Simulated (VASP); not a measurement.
# Ti3N3Cl in VASP: further runs, part 2 of 2

VASP 6.6.1. Earlier steps stand in the parts before.

## (4) Single point, PBE

Contents of INCAR:

```
PREC = Accurate
ENCUT = 520
EDIFF = 1E-7
ISMEAR = 0
SIGMA = 0.1
LREAL = False
LASPH = True
NELM = 80
ALGO = Normal
ISIF = 2
LWAVE = False
LCHARG = True
LDIPOL = True
IDIPOL = 3
DIPOL = 0.5 0.5 0.359
GGA = PE
LELF = True
LVHAR = True
LVACPOTAV = True
NBANDS = 38
```

Contents of KPOINTS:

```
regular mesh
0
Gamma
  9 9 1
```

Contents of POSCAR:

```
Ti3N3Cl
1.0
    3.0028555067      0.0000000000      0.0000000000
   -1.5014277534      2.6005491527      0.0000000000
    0.0000000000      0.0000000000     21.5541471985
N Ti Cl
3 3 1
Direct
    0.3333333333      0.6666666667      0.1855791353
    0.0000000000      0.0000000000      0.2993308524
    0.6666666667      0.3333333333      0.4147299355
    0.6666666667      0.3333333333      0.2424549939
    0.3333333333      0.6666666667      0.3575097829
    0.0000000000      0.0000000000      0.4664599859
    0.6666666667      0.3333333333      0.5476836175
```

Potentials or basis: VASP PAW PBE potentials, release 64 (N, Ti_sv, Cl).

On the command line:

```console
$ cat potpaw_PBE.64/N/POTCAR potpaw_PBE.64/Ti_sv/POTCAR potpaw_PBE.64/Cl/POTCAR > POTCAR
$ mpirun -np 1 vasp_std > vasp.out
```

OUTCAR:

```text
PREC = Accurate
   ENCUT = 520
   EDIFF = 1E-7
   ISMEAR = 0
   LREAL = False
   LASPH = True
   NELM = 80
   ISIF = 2
   GGA = PE

 ion  position               nearest neighbor table
   1  0.333  0.667  0.186-   4 2.12   4 2.12   4 2.12
   2  0.000  0.000  0.299-   4 2.12   4 2.12   4 2.12   5 2.14   5 2.14   5 2.14
   3  0.667  0.333  0.415-   6 2.06   6 2.06   6 2.06   5 2.13   5 2.13   5 2.13
   4  0.667  0.333  0.242-   2 2.12   2 2.12   2 2.12   1 2.12   1 2.12   1 2.12
   5  0.333  0.667  0.358-   3 2.13   3 2.13   3 2.13   2 2.14   2 2.14   2 2.14   6 2.92   6 2.92
                             6 2.92
   6  0.000  0.000  0.466-   3 2.06   3 2.06   3 2.06   7 2.46   7 2.46   7 2.46   5 2.92   5 2.92
                             5 2.92
   7  0.667  0.333  0.548-   6 2.46   6 2.46   6 2.46

  LATTYP: Found a hexagonal cell.
 ALAT       =     3.0028555067
 C/A-ratio  =     7.1778835680

  Lattice vectors:

 A1 = (   3.0028555067,   0.0000000000,   0.0000000000)
 A2 = (  -1.5014277534,   2.6005491527,   0.0000000000)
 A3 = (   0.0000000000,   0.0000000000,  21.5541471985)

Analysis of symmetry for initial positions (statically):
=====================================================================
[... 185 lines left out ...]
      3     -55.7684      2.00000
      4     -33.5080      2.00000
      5     -33.0920      2.00000
      6     -33.0625      2.00000
[... 481 lines left out ...]
     37       3.9834      0.00000
     38       4.0402      0.00000

------------------------ aborting loop because EDIFF is reached ----------------------------------------

  FORCE on cell =-STRESS in cart. coord.  units (eV):
  Direction    XX          YY          ZZ          XY          YZ          ZX
  --------------------------------------------------------------------------------------
  -------------------------------------------------------------------------------------
  Total        2.0787238      2.0787238     -2.6014734     -0.0000000      0.0000000      0.0000000
  in kB       19.7868665     19.7868665    -24.7627929     -0.0000000      0.0000000      0.0000000
  external PRESSURE =       4.9369800 kB  Pullay stress =       0.0000000 kB

 VOLUME and BASIS-vectors are now :
 -----------------------------------------------------------------------------
  energy-cutoff  :      520.00
  volume of cell :      168.32
      direct lattice vectors                 reciprocal lattice vectors
     3.002855507  0.000000000  0.000000000     0.333016357  0.192267083  0.000000000
    -1.501427753  2.600549153  0.000000000     0.000000000  0.384534166  0.000000000
     0.000000000  0.000000000 21.554147199     0.000000000  0.000000000  0.046394784

 POSITION                                       TOTAL-FORCE (eV/Angst)
 -----------------------------------------------------------------------------------
     -0.00000      1.73370      4.00000        -0.000000      0.000000      4.364086
      0.00000      0.00000      6.45182         0.000000      0.000000      1.509479
      1.50143      0.86685      8.93915         0.000000      0.000000     -0.728378
      1.50143      0.86685      5.22591         0.000000     -0.000000     -5.707730
     -0.00000      1.73370      7.70582        -0.000000      0.000000     -0.393502
      0.00000      0.00000     10.05415         0.000000     -0.000000      0.949743
      1.50143      0.86685     11.80485         0.000000      0.000000      0.006301
 -----------------------------------------------------------------------------------
    total drift:                               -0.000000     -0.000000     -0.000205

  FREE ENERGIE OF THE ION-ELECTRON SYSTEM (eV)
  ---------------------------------------------------
  free  energy   TOTEN  =       -59.0406389937 eV

  energy  without entropy=      -59.0360436100  energy(sigma->0) =      -59.03834130

 vacuum level on the upper side and lower side of the slab         4.930         8.984
```

stdout:

```text
POSCAR found type information on POSCAR N TiCl
 POSCAR found :  3 types and       7 ions
 scaLAPACK will be used
 LDA part: xc-table for (Slater+PW92), standard interpolation
 POSCAR, INCAR and KPOINTS ok, starting setup
 FFT: planning ... GRIDC
 FFT: planning ... GRID_SOFT
 FFT: planning ... GRID
 WAVECAR not read
 entering main loop
 -----------------------------------------------------------------------------
|                                                                             |
|           W    W    AA    RRRRR   N    N  II  N    N   GGGG   !!!           |
|           W    W   A  A   R    R  NN   N  II  NN   N  G    G  !!!           |
|           W    W  A    A  R    R  N N  N  II  N N  N  G       !!!           |
|           W WW W  AAAAAA  RRRRR   N  N N  II  N  N N  G  GGG   !            |
|           WW  WW  A    A  R   R   N   NN  II  N   NN  G    G                |
|           W    W  A    A  R    R  N    N  II  N    N   GGGG   !!!           |
|                                                                             |
|     Did not find any points to average over, which means that no vacuum     |
|     field-free region was found. Please increase the size of  your cell     |
|     in the dimension of the dipole correction to obtain accurate            |
|     workfunction values.                                                    |
|                                                                             |
 -----------------------------------------------------------------------------
```

Wall time 7.1 min (1 thread of Oxide Virtual Turin-like, shared host); peak memory 0.28 GiB.

Results:

- Free energy: -59.0406 eV
- Largest force: 5.708 eV/Å
- Band gap on the k mesh: zero (band 29 reaches 0.98 eV, above the bottom of band 30 at 0.94 eV)

Forces on the atoms (eV/Å):
```
N    0.000  0.000  4.364
N    0.000  0.000  1.509
N    0.000  0.000 -0.728
Ti   0.000  0.000 -5.708
Ti   0.000  0.000 -0.394
Ti   0.000  0.000  0.950
Cl   0.000  0.000  0.006
```
